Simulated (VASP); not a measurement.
A run of VASP 6.6.1 is set up as follows.

Contents of POSCAR:

```
Ti
1.0
    0.0000000000      2.7745101384      2.7745101384
    2.7745101384      0.0000000000      2.7745101384
    2.7745101384      2.7745101384      0.0000000000
Ti
2
Direct
    1.0000000000      1.0000000000      1.0000000000
    0.2500000000      0.2500000000      0.2500000000
```

Contents of INCAR.step1:

```
PREC = Accurate
ENCUT = 550
ISMEAR = -1
SIGMA = 0.05
LREAL = False
LASPH = True
NELM = 120
NBANDS = 19
GGA = PE
ALGO = Normal
EDIFF = 1E-5
LWAVE = True
LCHARG = False
GGA_COMPAT = False
```

File INCAR.step2:

```
PREC = Accurate
ENCUT = 550
EDIFF = 1E-6
ISMEAR = -1
SIGMA = 0.05
LREAL = False
LASPH = True
NELM = 120
ALGO = Normal
ISIF = 2
LWAVE = False
LCHARG = False
METAGGA = R2SCAN
LMIXTAU = True
NBANDS = 19
ISTART = 1
GGA_COMPAT = False
```

Contents of KPOINTS:

```
Automatic mesh
0
Gamma
  14 14 14
```

Potentials or basis: VASP PAW PBE potentials, release 64 (Ti_sv).

The run is started by

```sh
$ cat potpaw_PBE.64/Ti_sv/POTCAR > POTCAR
$ cp INCAR.step1 INCAR
$ mpirun -np 1 vasp_std > vasp.out
$ cp INCAR.step2 INCAR
$ mpirun -np 1 vasp_std > vasp.out
```

**Question.** Predict the band gap on the k mesh.

**Answer.** Zero (bands 12 and 13 overlap by 0.29 eV).

**Question.** What does it give for the pressure?

**Answer.** 0.4 GPa.

Caveat: the PAW data sets were made with another functional, which shifts forces and pressure a little.
